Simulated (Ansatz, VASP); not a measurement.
One calculation of Sb, two programs

```
Sb
1.0
     3.40401    0.00000    0.00000
     0.00000    3.40401    0.00000
     0.00000    0.00000    3.40401
Sb
1
Direct
  0.00000 0.00000 0.00000
```

Change from the starting cell: volume scaled by 1.25.

Alike in both runs: functional PBE0; dispersion D4; k mesh 4 × 4 × 4; occupations fermi-dirac, width 0.1 eV; no spin polarisation.

|  | VASP | Ansatz |
| --- | --- | --- |
| version | VASP 6.6.1 | Ansatz 0.2.0 |
| potentials or method | VASP PAW PBE potentials, release 64 (Sb) | Ansatz NC |
| plane-wave cutoff (eV) | 400 | 1088 |
| valence electrons in the cell | 5 | 15 |
| task | single point | density of states |

VASP gave:

| Item | Value |
| --- | --- |
| gap on the k mesh at the Fermi level (eV) | none |
| pressure (GPa) | -11.5 |

**Question.** Estimate Ansatz's values.

**Answer.** gap on the k mesh at the Fermi level (eV): none; pressure (GPa): -10.7.

A gap of «none» marks a metal or a gap that the smearing closes. VASP's potentials hold 5 valence electrons a cell and Ansatz's 15, so a difference there can come from the potentials and not from the codes.

The k mesh is coarse, so the values compare programs but aren't converged. Neither program's run includes spin-orbit coupling.
